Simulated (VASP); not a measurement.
# TiAl (P-6m2) in VASP: notebook, part 3 of 3

VASP 6.6.1.

## (6) Single point, PBEsol+D3(BJ)

This run uses another cell than the first one, of 15.55 Å³/atom, 0.881 times its volume.

INCAR

```
SYSTEM = TiAl
PREC = Accurate
ENCUT = 520
EDIFF = 1E-6
ISMEAR = -1
SIGMA = 0.05
LREAL = .FALSE.
LASPH = .TRUE.
NELM = 80
ALGO = Normal
ISIF = 2
LWAVE = .FALSE.
LCHARG = .FALSE.
GGA = PS
IVDW = 12
NBANDS = 14
```

KPOINTS

```
regular mesh
0
G
  11 11 6
  0 0 0
```

POSCAR

```
TiAl
1.0
    2.8038516687      0.0000000000      0.0000000000
   -1.4019258343      2.4282067735      0.0000000000
    0.0000000000      0.0000000000      4.5675602426
Ti Al
1 1
Direct
    0.0000000000      0.0000000000      0.0000000000
    0.3333333333      0.6666666667      0.5000000000
```

Potentials or basis: VASP PAW PBE potentials, release 64 (Ti_sv, Al).

Run with:

```console
$ cat potpaw_PBE.64/Ti_sv/POTCAR potpaw_PBE.64/Al/POTCAR > POTCAR
$ mpirun -np 1 vasp_std > vasp.out
```

OUTCAR:

```text
SYSTEM = TiAl
   PREC = Accurate
   ENCUT = 520
   EDIFF = 1E-6
   ISMEAR = -1
   LREAL = .FALSE.
   LASPH = .TRUE.
   NELM = 80
   ISIF = 2
   GGA = PS
   IVDW = 12
 IVDW          = 12

 ion  position               nearest neighbor table
   1  0.000  0.000  0.000-   2 2.80   2 2.80   2 2.80   2 2.80   2 2.80   2 2.80
   2  0.333  0.667  0.500-   1 2.80   1 2.80   1 2.80   1 2.80   1 2.80   1 2.80

  LATTYP: Found a hexagonal cell.
 ALAT       =     2.8038516687
 C/A-ratio  =     1.6290306273

  Lattice vectors:

 A1 = (   2.8038516687,   0.0000000000,   0.0000000000)
 A2 = (  -1.4019258343,   2.4282067735,   0.0000000000)
 A3 = (   0.0000000000,   0.0000000000,   4.5675602426)

Analysis of symmetry for initial positions (statically):
=====================================================================
 Subroutine PRICEL returns:
 Original cell was already a primitive cell.

 Routine SETGRP: Setting up the symmetry group for a
 hexagonal supercell.

 Subroutine GETGRP returns: Found 12 space group operations
 (whereof 12 operations were pure point group operations)
 out of a pool of 24 trial point group operations.

The static configuration has the point symmetry D_3h.

Analysis of symmetry for dynamics (positions and initial velocities):
=====================================================================
 Subroutine PRICEL returns:
 Original cell was already a primitive cell.

 Routine SETGRP: Setting up the symmetry group for a
 hexagonal supercell.

 Subroutine GETGRP returns: Found 12 space group operations
 (whereof 12 operations were pure point group operations)
 out of a pool of 24 trial point group operations.

The dynamic configuration has the point symmetry D_3h.

 Subroutine INISYM returns: Found 12 space group operations
 (whereof 12 operations are pure point group operations),
 and found     1 'primitive' translations

----------------------------------------------------------------------------------------

                                     Primitive cell

  volume of cell :      31.0975

[... 120 lines left out ...]
  energy-cutoff  :      520.00
  volume of cell :       31.10
 maximum number of plane-waves:       850
 NGX is ok and might be reduce to    24
   NGX = 11   NGY = 11   NGZ = 17

 number of electron      15.0000002 magnetization

 Free energy of the ion-electron system (eV)
  ---------------------------------------------------
  ext. energy  EPLUGINS =         0.00000000
  ---------------------------------------------------
  free energy    TOTEN  =       -12.91893545 eV

  energy without entropy =      -12.89701928  energy(sigma->0) =      -12.90797736

 E-fermi :   8.4706     XC(G=0): -11.3285

 val. band max:        8.4519503842   @ k =   0.3636   0.0909   0.5000
 cond. band min:       8.4738363034   @ k =   0.1818   0.0000   0.5000
 fundamental gap:      0.0218859192
 Fermi energy:         8.4705688150

 k-point     1 :       0.0000    0.0000    0.0000
  band No.  band energies     occupation
      1     -47.6530      2.00000
      2     -24.0883      2.00000
      3     -23.5868      2.00000
      4     -23.5868      2.00000
      5      -0.7588      2.00000
      6       6.1061      2.00000
      7       6.6502      2.00000
      8       9.8426      0.00000
      9       9.8426      0.00000
     10      11.4769      0.00000
     11      11.4769      0.00000
     12      12.7524      0.00000
     13      21.8654      0.00000
     14      21.8654      0.00000
[... 377 lines left out ...]
      1     -47.5936      2.00000
      2     -24.0322      2.00000
      3     -23.9212      2.00000
      4     -23.6780      2.00000
      5       0.8648      2.00000
      6       6.0425      2.00000
      7       7.8975      1.99998
      8       8.7766      0.00438
      9      10.8925      0.00000
     10      11.0554      0.00000
     11      11.1683      0.00000
     12      14.0368      0.00000
     13      15.5231      0.00000
     14      17.0975      0.00000

 [... further k-points ...]

------------------------ aborting loop because EDIFF is reached ----------------------------------------

 Edisp (eV)   -0.97945

 E8    (eV) :    -0.6749

  FORCE on cell =-STRESS in cart. coord.  units (eV):
  Direction    XX          YY          ZZ          XY          YZ          ZX
  --------------------------------------------------------------------------------------
  -------------------------------------------------------------------------------------
  Total      -0.00920    -0.00920     0.01281    -0.00000    -0.00000     0.00000
  in kB      -0.47413    -0.47413     0.66000    -0.00000    -0.00000     0.00000
  external pressure =       -0.10 kB  Pullay stress =        0.00 kB

 VOLUME and BASIS-vectors are now :
 -----------------------------------------------------------------------------
  energy-cutoff  :      520.00
  volume of cell :       31.10
      direct lattice vectors                 reciprocal lattice vectors
     2.803851669  0.000000000  0.000000000     0.356652248  0.205913271  0.000000000
    -1.401925834  2.428206773  0.000000000     0.000000000  0.411826542  0.000000000
     0.000000000  0.000000000  4.567560243     0.000000000  0.000000000  0.218935262

 POSITION                                       TOTAL-FORCE (eV/Angst)
 -----------------------------------------------------------------------------------
      0.00000      0.00000      0.00000         0.000000      0.000000      0.000000
     -0.00000      1.61880      2.28378        -0.000000      0.000000      0.000000
 -----------------------------------------------------------------------------------
    total drift:                                0.000000     -0.000000      0.000000

  FREE ENERGIE OF THE ION-ELECTRON SYSTEM (eV)
  ---------------------------------------------------
  free  energy   TOTEN  =       -13.8983807273 eV

  energy  without entropy=      -13.8764645625  energy(sigma->0) =      -13.88742264
```

OSZICAR:

```text
N       E                     dE             d eps       ncg     rms          rms(c)
DAV:   1     0.100002383556E+03    0.10000E+03   -0.70966E+03  1804   0.111E+03
DAV:   2    -0.882442597752E+01   -0.10883E+03   -0.10396E+03  1876   0.300E+02
DAV:   3    -0.142873492419E+02   -0.54629E+01   -0.53731E+01  2630   0.656E+01
DAV:   4    -0.144366012447E+02   -0.14925E+00   -0.14909E+00  2068   0.966E+00
DAV:   5    -0.144424143991E+02   -0.58132E-02   -0.58127E-02  2620   0.178E+00    0.101E+01
DAV:   6    -0.131844292552E+02    0.12580E+01   -0.57744E+00  2042   0.301E+01    0.373E+00
DAV:   7    -0.129450986564E+02    0.23933E+00   -0.67598E-01  1966   0.946E+00    0.226E+00
DAV:   8    -0.129228431083E+02    0.22256E-01   -0.16184E-01  2062   0.466E+00    0.837E-01
DAV:   9    -0.129211802524E+02    0.16629E-02   -0.46291E-02  2002   0.312E+00    0.405E-01
DAV:  10    -0.129188665054E+02    0.23137E-02   -0.66321E-03  2054   0.105E+00    0.695E-02
DAV:  11    -0.129189603921E+02   -0.93887E-04   -0.70672E-04  2532   0.252E-01    0.623E-02
DAV:  12    -0.129189535356E+02    0.68565E-05   -0.29818E-05  2010   0.432E-02    0.468E-02
DAV:  13    -0.129189363349E+02    0.17201E-04   -0.34159E-05  2062   0.729E-02    0.170E-02
DAV:  14    -0.129189354473E+02    0.88755E-06   -0.22761E-06  1948   0.157E-02
   1 F= -.13898381E+02 E0= -.13887423E+02  d E =-.219162E-01
```

stdout:

```text
POSCAR found type information on POSCAR TiAl
 POSCAR found :  2 types and       2 ions
 scaLAPACK will be used
 -----------------------------------------------------------------------------
|                                                                             |
|                                                                             |
|     You enforced a specific xc type in the INCAR file but a different       |
|     I HOPE YOU KNOW WHAT YOU ARE DOING!                                     |
|                                                                             |
 -----------------------------------------------------------------------------

 LDA part: xc-table for (Slater+PW92), standard interpolation
 POSCAR, INCAR and KPOINTS ok, starting setup
 FFT: planning ... GRIDC
 FFT: planning ... GRID_SOFT
 FFT: planning ... GRID
 WAVECAR not read
 entering main loop
```

It took 40 s on 1 thread of AMD EPYC 7R43 (Zen 3), shared host; peak memory 0.14 GiB.

Results:

```yaml
Free_energy: -13.8984 eV
Pressure: 0.0 GPa
Dispersion_energy_per_atom: -0.490 eV
```

Stress tensor (GPa, compression positive):
```
-0.05  0.00  0.00
 0.00 -0.05  0.00
 0.00  0.00  0.07
```

Levels at points of the mesh, in eV from the Fermi level:
```tsv
k point	band 4	band 5	band 6	band 7	band 8	band 9	band 10	band 11
(0.00, 0.00, 0.00)	-32.06	-9.23	-2.36	-1.82	1.37	1.37	3.01	3.01
(0.00, 0.00, 0.50)	-32.06	-8.25	-5.41	-0.46	1.38	1.38	2.92	2.92
```

Caveat: the PAW data sets were made with another functional, which shifts forces and pressure a little; pairwise dispersion overbinds metals, which lowers pressure and volume.

## (7) Overview

```csv
level,cell,gap on the mesh (eV),pressure (GPa)
PBE,"a = 2.923, b = 2.923, c = 4.770 Å, angles 90.0, 90.0, 120.0°, 2 atoms",none,-5.3
PBEsol,"a = 2.651, b = 2.651, c = 4.399 Å, angles 90.0, 90.0, 120.0°, 2 atoms",none,29.8
PBEsol,"a = 2.702, b = 2.702, c = 4.458 Å, angles 90.0, 90.0, 120.0°, 2 atoms",none,19.9
PBEsol,"a = 2.766, b = 2.766, c = 4.529 Å, angles 90.0, 90.0, 120.0°, 2 atoms",none,9.9
PBEsol+D3(BJ),"a = 2.804, b = 2.804, c = 4.568 Å, angles 90.0, 90.0, 120.0°, 2 atoms",none,0.0
```

Alike in all rows: task single point; potentials or basis VASP PAW PBE potentials, release 64 (Ti_sv, Al); no spin polarisation; k mesh 11 × 11 × 6; cutoff (eV) 520; smearing fermi-dirac 0.05 eV.

Caveats: the PAW data sets were made with another functional, which shifts forces and pressure a little (some runs); pairwise dispersion overbinds metals, which lowers pressure and volume (some runs).

Total energies depend on the potentials used, so only differences within one code and one set of settings carry meaning.
